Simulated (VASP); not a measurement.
Write the native input for VASP 6.6.1 that does the following.

```
Task                   : single point
Functional             : r2SCAN
Potentials or basis    : VASP PAW PBE potentials, release 64 (Zn, S)
Cutoff                 : 520 eV
k mesh                 : 4 × 4 × 4
Occupations            : gaussian, width 0.05 eV
Spin                   : no spin polarisation
Dipole correction      : no
Further INCAR settings : ALGO = Normal; EDIFF = 1e-07; NBANDS = 46
```

Crystal: ZnS.

```
Zn S
1.0
     5.26594   -0.01620    0.05099
     0.01620   -4.85835    0.11882
    -0.05099    0.11882   -6.16142
Zn S
4 4
Cartesian
  -0.1136 -2.6984 -3.0399
  2.7104 0.2455 -2.8653
  2.4571 -2.6974 -0.0675
  -0.0880 0.2015 -0.4808
  3.7808 -3.2110 -4.6425
  1.4044 -1.0016 -4.5916
  1.5801 -3.9730 -1.4226
  3.9624 -1.1327 -0.8646
```

This cell differs from its parent crystal: atoms moved at random and the cell strained at random.

The input as run:

POSCAR

```
ZnS
1.0
    5.2659362175     -0.0162043957      0.0509876570
    0.0162043957     -4.8583540894      0.1188248063
   -0.0509876570      0.1188248063     -6.1614234730
Zn S
4 4
Direct
   -0.0184405505      0.5678103034      0.5041777638
    0.5193693366     -0.0407947405      0.4685483921
    0.4651419787      0.5542901338      0.0255021590
   -0.0158444043     -0.0395257233      0.0771472878
    0.7233685553      0.6773979442      0.7725285514
    0.2732783941      0.2236381736      0.7517864978
    0.2999344030      0.8228619831      0.2492324356
    0.7531922870      0.2343219257      0.1510769125
```

INCAR.step1

```
ALGO = Normal
EDIFF = 1E-4
ENCUT = 520
GGA = PE
ISMEAR = 0
LASPH = T
LCHARG = F
LREAL = F
LWAVE = T
NBANDS = 46
NELM = 60
PREC = Accurate
SIGMA = 0.05
```

INCAR.step2

```
ALGO = Normal
EDIFF = 1E-7
ENCUT = 520
ISIF = 2
ISMEAR = 0
ISTART = 1
LASPH = T
LCHARG = T
LELF = T
LMIXTAU = T
LREAL = F
LVHAR = T
LWAVE = F
METAGGA = R2SCAN
NBANDS = 46
NELM = 60
PREC = Accurate
SIGMA = 0.05
```

KPOINTS

```
k-points
0
Gamma
  4 4 4
```

Potentials or basis: VASP PAW PBE potentials, release 64 (Zn, S).

Run with:

```console
$ cat potpaw_PBE.64/Zn/POTCAR potpaw_PBE.64/S/POTCAR > POTCAR
$ cp INCAR.step1 INCAR
$ mpirun -np 1 vasp_std > vasp.out
$ cp INCAR.step2 INCAR
$ mpirun -np 1 vasp_std > vasp.out
```

It gave:

```json
{
 "Pressure": "11.7 GPa",
 "Largest force": "9.288 eV/Å",
 "Band gap on the k mesh": "0.52 eV (least direct gap 0.62 eV)"
}
```

Caveat: the cell differs from its parent crystal (atoms moved at random and the cell strained at random); the stress differs along the axes, from 3 to 20 GPa; semilocal functionals underestimate gaps, and a narrow one can read as zero; the PAW data sets were made with another functional, which shifts forces and pressure a little.

It took 28 min on 1 thread of Oxide Virtual Turin-like Processor, with other jobs on the host, peak memory 0.35 GiB.
